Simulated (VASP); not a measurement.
# W (C2/m) in VASP: notebook

The runs below take W through single point, with LDA.

Everything below comes from runs of VASP 6.6.1. Logs are shortened: lines on timing, memory, paths and dates and some standing lists are left out, and cuts for length are marked.

## (1) The cell of the first run

It takes space group C2/m (No. 12, monoclinic). The conventional cell has a = 3.998 Å, b = 3.973 Å, c = 2.546 Å, α = 90.00°, β = 127.40°, γ = 90.00°. W (site symmetry 2/m) has 12 W at 2.55 to 3.18 Å within 3.4 Å.

## (2) Single point, LDA (engineering shear strain xz -0.2250, normal strain along z +0.0375)

Contents of INCAR:

```
SYSTEM = W
PREC     = Accurate       ! precision mode
ENCUT    = 520            ! plane-wave cutoff, eV
EDIFF    = 1E-7           ! SCF threshold, eV
ISMEAR   = 0              ! smearing method
SIGMA    = 0.15           ! smearing width, eV
LREAL    = .FALSE.        ! projectors in reciprocal space
LASPH    = .TRUE.         ! aspherical terms in the spheres
NELM     = 60             ! most SCF steps
ALGO     = Fast           ! electronic algorithm
ISIF     = 2              ! what is computed and relaxed
LWAVE    = .FALSE.        ! write WAVECAR
LCHARG   = .FALSE.        ! write CHGCAR
GGA      = CA             ! functional
NBANDS   = 13             ! bands
```

Contents of KPOINTS:

```
regular mesh
0
G
  20 20 20
  0 0 0
```

Contents of POSCAR:

```
W
1.0
   -0.2234788632      1.9864787842      2.0609717386
    1.7629999210      0.0000000000      1.8374928754
    1.9864787842      1.9864787842     -0.2234788632
W
1
Direct
    0.0000000000      0.0000000000      0.0000000000
```

Potentials or basis: VASP PAW LDA potentials, release 64 (W_sv).

Run with:

```console
cat potpaw_LDA.64/W_sv/POTCAR > POTCAR
mpirun -np 1 vasp_std > vasp.out
```

OUTCAR:

```text
SYSTEM = W
   PREC = Accurate
   ENCUT = 520
   EDIFF = 1E-7
   ISMEAR = 0
   LREAL = .FALSE.
   LASPH = .TRUE.
   NELM = 60
   ISIF = 2
   GGA = CA

 ion  position               nearest neighbor table
   1  0.000  0.000  0.000-

  LATTYP: Found a base centered monoclinic cell.
 ALAT       =     3.9980198911
 B/A-ratio  =     0.9937313162
 C/A-ratio  =     0.6369347305
 COS(beta)  =    -0.6073197183

  Lattice vectors:

 A1 = (  -1.9864787842,   1.9864787842,   0.2234788632)
 A2 = (  -1.9864787842,  -1.9864787842,   0.2234788632)
 A3 = (   1.7629999210,   0.0000000000,   1.8374928754)

Analysis of symmetry for initial positions (statically):
=====================================================================
 Subroutine PRICEL returns:
 Original cell was already a primitive cell.

 Routine SETGRP: Setting up the symmetry group for a
 base centered monoclinic supercell.

 Subroutine GETGRP returns: Found  4 space group operations
 (whereof  4 operations were pure point group operations)
 out of a pool of  4 trial point group operations.

The static configuration has the point symmetry C_2h.

Analysis of symmetry for dynamics (positions and initial velocities):
=====================================================================
 Subroutine PRICEL returns:
 Original cell was already a primitive cell.

 Routine SETGRP: Setting up the symmetry group for a
 base centered monoclinic supercell.

 Subroutine GETGRP returns: Found  4 space group operations
 (whereof  4 operations were pure point group operations)
 out of a pool of  4 trial point group operations.

The dynamic configuration has the point symmetry C_2h.

 Subroutine INISYM returns: Found  4 space group operations
 (whereof  4 operations are pure point group operations),
 and found     1 'primitive' translations

----------------------------------------------------------------------------------------

                                     Primitive cell

  volume of cell :      16.0672

  direct lattice vectors                    reciprocal lattice vectors
    -0.223478863  1.986478784  2.060971739    -0.227180028  0.251701656  0.217970027
     1.762999921  0.000000000  1.837492875     0.282440035 -0.251701656  0.273230034
     1.986478784  1.986478784 -0.223478863     0.227180028  0.251701656 -0.217970027

  length of vectors
     2.871174894  2.546477722  2.818180037     0.403082401  0.466669850  0.403082401

  position of ions in fractional coordinates (direct lattice)
     0.000000000  0.000000000  0.000000000

  ion indices of the primitive-cell ions
   primitive index   ion index
                 1           1

----------------------------------------------------------------------------------------

 KPOINTS: regular mesh

Automatic generation of k-mesh.
 Grid dimensions read from file:
 generate k-points for:   20   20   20

 Generating k-lattice:

  Cartesian coordinates                     Fractional coordinates (reciprocal lattice)
    -0.011359001  0.012585083  0.010898501     0.050000000 -0.000000000 -0.000000000
     0.014122002 -0.012585083  0.013661502    -0.000000000  0.050000000  0.000000000
     0.011359001  0.012585083 -0.010898501     0.000000000  0.000000000  0.050000000

  Length of vectors
     0.020154120  0.023333492  0.020154120

  Shift w.r.t. Gamma in fractional coordinates (k-lattice)
     0.000000000  0.000000000  0.000000000

 Subroutine IBZKPT returns following result:
 ===========================================

 Found   2112 irreducible k-points:

 Following reciprocal coordinates:
            Coordinates               Weight
  0.000000  0.000000  0.000000      1.000000
  0.050000  0.000000 -0.000000      4.000000
  0.100000  0.000000 -0.000000      4.000000
  0.150000 -0.000000 -0.000000      4.000000
  0.200000  0.000000 -0.000000      4.000000
  0.250000  0.000000 -0.000000      4.000000
[... 16 lines left out ...]
 -0.450000  0.050000  0.000000      4.000000
 -0.400000  0.050000  0.000000      4.000000
 [... further k-points ...]
   k-points           NKPTS =   2112   k-points in BZ     NKDIM =   2112   number of bands    NBANDS=     13
   number of dos      NEDOS =    301   number of ions     NIONS =      1
   total plane-waves  NPLWV =  11520
   dimension x,y,z NGX =    24 NGY =   20 NGZ =   24
   dimension x,y,z NGXF=    48 NGYF=   40 NGZF=   48
   ions per type =               1
   NGX,Y,Z   is equivalent  to a cutoff of  13.90, 13.06, 14.16 a.u.
   NGXF,Y,Z  is equivalent  to a cutoff of  27.79, 26.11, 28.32 a.u.
 SYSTEM =  W
   PREC   = accura    normal or accurate (medium, high low for compatibility)
   ISTART =      0    job   : 0-new  1-cont  2-samecut
   ICHARG =      2    charge: 1-file 2-atom 10-const
   ISPIN  =      1    spin polarized calculation?
   LNONCOLLINEAR =      F non collinear calculations
   LSORBIT =      F    spin-orbit coupling
   LASPH  =      T    aspherical Exc in radial PAW
   ENCUT  =  520.0 eV  38.22 Ry    6.18 a.u.   5.34  4.73  5.24*2*pi/ulx,y,z
   NELM   =     60;   NELMIN=  2; NELMDL= -5     # of ELM steps
   EDIFF  = 0.1E-06   stopping-criterion for ELM
   LREAL  =      F    real-space projection
   EDIFFG = 0.1E-05   stopping-criterion for IOM
   NSW    =      0    number of steps for IOM
   IBRION =     -1    ionic relax: 0-MD 1-quasi-New 2-CG
   NFREE  =      0    steps in history (QN), initial steepest desc. (CG)
   ISIF   =      2    stress and relaxation
   ISYM   =      2    0-nonsym 1-usesym 2-fastsym
   POTIM  = 0.5000    time-step for ionic-motion
   TEBEG  =    0.0;   TEEND  =   0.0 temperature during run
   PSTRESS=    0.0 pullay stress
   NELECT =      14.0000    total number of electrons
   NUPDOWN=      -1.0000    fix difference up-down
   EMIN   =  10.00;   EMAX   =-10.00  energy-range for DOS
   EFERMI =   0.00;   METHOD = LEGACY
   ISMEAR =     0;   SIGMA  =   0.15  broadening in eV -4-tet -1-fermi 0-gaus
   EFERMI_NEDOS =   21; number of points for ismear=-14 and -15
   IALGO  =     68    algorithm
   IMIX   =      4    mixing-type and parameters
     AMIX     =   0.40;   BMIX     =  1.00
     AMIX_MAG =   1.60;   BMIX_MAG =  1.00
  volume/ion in A,a.u.               =      16.07       108.43
  Fermi-wavevector in a.u.,A,eV,Ry     =   1.563643  2.954857 33.265978  2.444980
  Thomas-Fermi vector in A             =   2.666384
   LORBIT       =      0    0 simple, 1 ext, 2 COOP (PROOUT), +10 PAW based schemes
   GGA     = CA    functional components
   LHFCALC =     F    Hartree Fock is set to
   AEXX    =    0.0000 exact exchange contribution
   IVDW    =     0    specifies the selected vdW correction
   LEPSILON=     F    determine dielectric tensor
   LRPA    =     F    only Hartree local field effects (RPA)
 non-spin polarized calculation
 RMM-DIIS sequential band-by-band and
 Gauss-broadening in eV      SIGMA  =   0.15
  energy-cutoff  :      520.00
  volume of cell :       16.07
 maximum number of plane-waves:       444
 NGX is ok and might be reduce to    24
   NGX = 11   NGY =  9   NGZ = 11

 number of electron      14.0000000 magnetization

 Free energy of the ion-electron system (eV)
  ---------------------------------------------------
  ext. energy  EPLUGINS =         0.00000000
  ---------------------------------------------------
  free energy    TOTEN  =       -13.56171552 eV

  energy without entropy =      -13.55328940  energy(sigma->0) =      -13.55750246

 E-fermi :  10.9785     XC(G=0): -13.7093

 val. band max:       10.9778238932   @ k =   0.0500  -0.2500   0.2000
 cond. band min:      10.9791810577   @ k =  -0.1500   0.3000   0.4500
 fundamental gap:      0.0013571645
 Fermi energy:        10.9784667414

 k-point     1 :       0.0000    0.0000    0.0000
  band No.  band energies     occupation
      1     -62.5809      2.00000
      2     -26.6434      2.00000
      3     -26.4890      2.00000
      4     -25.9433      2.00000
      5       1.6943      2.00000
      6       8.1685      2.00000
      7       9.0627      2.00000
      8      12.3010      0.00000
      9      13.5635      0.00000
     10      14.0173      0.00000
     11      23.4434      0.00000
     12      26.3353      0.00000
     13      29.6623      0.00000

 k-point     2 :       0.0500    0.0000   -0.0000
  band No.  band energies     occupation
      1     -62.5789      2.00000
      2     -26.6584      2.00000
      3     -26.5020      2.00000
      4     -25.9468      2.00000
      5       1.7911      2.00000
      6       8.1889      2.00000
      7       9.0340      2.00000
      8      12.3375      0.00000
      9      13.5493      0.00000
     10      13.9712      0.00000
     11      23.6113      0.00000
     12      26.2609      0.00000
     13      29.5980      0.00000

 k-point     3 :       0.1000    0.0000   -0.0000
  band No.  band energies     occupation
      1     -62.5728      2.00000
      2     -26.7145      2.00000
      3     -26.5265      2.00000
      4     -25.9569      2.00000
      5       2.0722      2.00000
      6       8.2391      2.00000
      7       8.9660      2.00000
      8      12.4256      0.00000
      9      13.5054      0.00000
     10      13.8826      0.00000
     11      24.0772      0.00000
     12      25.9437      0.00000
     13      29.6850      0.00000
[... 305 lines left out ...]
 k-point    23 :      -0.4500    0.0500    0.0000
  band No.  band energies     occupation
      1     -62.4921      2.00000
      2     -27.6327      2.00000
      3     -26.5556      2.00000
      4     -26.1272      2.00000
      5       4.9229      2.00000
      6       8.7589      2.00000
      7      10.2440      2.00000
      8      11.8456      0.00000
      9      13.6754      0.00000
     10      16.7555      0.00000
     11      20.2638      0.00000
     12      24.6620      0.00000
     13      28.7129      0.00000

 k-point    24 :      -0.4000    0.0500    0.0000
  band No.  band energies     occupation
      1     -62.4962      2.00000
      2     -27.5847      2.00000
      3     -26.5541      2.00000
      4     -26.1200      2.00000
      5       4.8653      2.00000
      6       8.7910      2.00000
      7       9.8215      2.00000
      8      11.8892      0.00000
      9      13.5969      0.00000
     10      16.5325      0.00000
     11      20.6984      0.00000
     12      24.9683      0.00000
     13      29.2522      0.00000

 [... further k-points ...]
[... 5 lines left out ...]
  --------------------------------------------------------------------------------------
  -------------------------------------------------------------------------------------
  Total        0.1574467     -0.0138313      0.4079951      0.0000000      0.0000000      1.7968328
  in kB       15.7001785     -1.3792235     40.6842319      0.0000000      0.0000000    179.1755725
  external PRESSURE =      18.3350623 kB  Pullay stress =       0.0000000 kB

 VOLUME and BASIS-vectors are now :
 -----------------------------------------------------------------------------
  energy-cutoff  :      520.00
  volume of cell :       16.07
      direct lattice vectors                 reciprocal lattice vectors
    -0.223478863  1.986478784  2.060971739    -0.227180028  0.251701656  0.217970027
     1.762999921  0.000000000  1.837492875     0.282440035 -0.251701656  0.273230034
     1.986478784  1.986478784 -0.223478863     0.227180028  0.251701656 -0.217970027

 POSITION                                       TOTAL-FORCE (eV/Angst)
 -----------------------------------------------------------------------------------
      0.00000      0.00000      0.00000         0.000000      0.000000      0.000000
 -----------------------------------------------------------------------------------
    total drift:                                0.000000      0.000000      0.000000

  FREE ENERGIE OF THE ION-ELECTRON SYSTEM (eV)
  ---------------------------------------------------
  free  energy   TOTEN  =       -13.5617155162 eV

  energy  without entropy=      -13.5532893956  energy(sigma->0) =      -13.55750246
```

Run time: 2.2 min. Hardware: 1 thread of Intel Xeon 6975P-C (Granite Rapids), shared host; peak memory 0.48 GiB.

What came out:

```
Free energy            : -13.5617 eV
Pressure               : 1.8 GPa
Band gap on the k mesh : zero (bands 7 and 8 overlap by 4.60 eV)
```

Caveat: the cell differs from its parent crystal (engineering shear strain xz -0.2250, normal strain along z +0.0375); spin-orbit coupling is left out, which moves the levels of the heavy elements.

## (3) Single point, LDA (engineering shear strain xz -0.1500, normal strain along z +0.0375)

Contents of INCAR:

```
PREC     = Accurate       # precision mode
ENCUT    = 520            # plane-wave cutoff, eV
EDIFF    = 1E-6           # SCF threshold, eV
ISMEAR   = 0              # smearing method
SIGMA    = 0.15           # smearing width, eV
LREAL    = False          # projectors in reciprocal space
LASPH    = True           # aspherical terms in the spheres
NELM     = 80             # most SCF steps
ALGO     = Fast           # electronic algorithm
ISIF     = 2              # what is computed and relaxed
LWAVE    = False          # write WAVECAR
LCHARG   = False          # write CHGCAR
NBANDS   = 13             # bands
```

Contents of KPOINTS:

```
regular mesh
0
Gamma
  20 20 20
```

Contents of POSCAR:

```
W
1.0
   -0.1489859088      1.9864787842      2.0609717386
    1.8374928754      0.0000000000      1.9119858298
    1.9864787842      1.9864787842     -0.1489859088
W
1
Direct
    0.0000000000      0.0000000000      0.0000000000
```

Potentials or basis: VASP PAW LDA potentials, release 64 (W_sv).

Run with:

```console
cat potpaw_LDA.64/W_sv/POTCAR > POTCAR
mpirun -np 1 vasp_std > vasp.out
```

Run time: 2 min. Hardware: 1 thread of Intel Xeon 6975P-C (Granite Rapids), shared host; peak memory 0.49 GiB.

Results (log left out):

```yaml
Free_energy: -13.6376 eV
Pressure: -4.4 GPa
Band_gap_on_the_k_mesh: zero (bands 7 and 8 overlap by 4.45 eV)
```

Stress tensor (GPa, compression positive):
```
-7.57  0.00  3.62
 0.00 -2.50  0.00
 3.62  0.00 -3.11
```

Levels at points of the mesh, in eV from the Fermi level:
```
           k point  band 5  band 6  band 7  band 8  band 9  band 10
(0.00, 0.00, 0.00)   -9.19   -2.17   -1.23    0.56    2.27     2.89
(0.50, 0.00, 0.00)   -6.01   -1.76   -0.08    0.25    3.40     5.41
(0.00, 0.50, 0.00)   -5.79   -2.42   -0.24    1.43    4.41     5.61
(0.50, 0.50, 0.00)   -5.82   -4.80    2.70    4.16    5.29     5.94
(0.50, 0.00, 0.50)   -5.82   -4.96    3.25    4.95    5.40     5.97
(0.00, 0.50, 0.50)   -5.79   -4.89    3.43    3.77    5.67     6.10
```

Caveat: the cell differs from its parent crystal (engineering shear strain xz -0.1500, normal strain along z +0.0375); the stress differs along the axes, from -8 to -3 GPa; spin-orbit coupling is left out, which moves the levels of the heavy elements.

[end of part 1 of 2]
